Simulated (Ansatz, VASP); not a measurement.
Two plane-wave programs on Co

```
CELL_PARAMETERS angstrom
-1.40833 1.40833 1.40833
1.40833 -1.40833 1.40833
1.40833 1.40833 -1.40833
ATOMIC_POSITIONS crystal
Co 0.00000 0.00000 0.00000
```

Alike in both runs: task single point; functional r2SCAN; k mesh 20 × 20 × 20; occupations gaussian, width 0.05 eV; collinear spin.

|  | VASP | Ansatz |
| --- | --- | --- |
| version | VASP 6.6.1 | Ansatz 0.2.0 |
| potentials or method | VASP PAW PBE potentials, release 64 (Co), cutoff 520 eV | scalar-relativistic, plane waves, PAW |
| valence electrons in the cell | 9 | 17 |

|  | VASP | Ansatz | Ansatz less VASP |
| --- | --- | --- | --- |
| gap on the k mesh at the Fermi level (eV) | none | none | - |
| pressure (GPa) | -4.2 | -4.2 | 0.00 |
| net moment per atom (μB) | 1.91 | 1.92 | +0.007 |
| size of the moment on the site where the two differ most (μB) | 1.98 | 2.04 | +0.064 |

VASP's potentials were made for PBE, not for r2SCAN. Site moments also hang on the region over which each program counts them. A gap of «none» marks a metal or a gap that the smearing closes. VASP's potentials hold 9 valence electrons a cell and Ansatz's 17, so a difference there can come from the potentials and not from the codes. Ansatz's warnings: stability check not made.
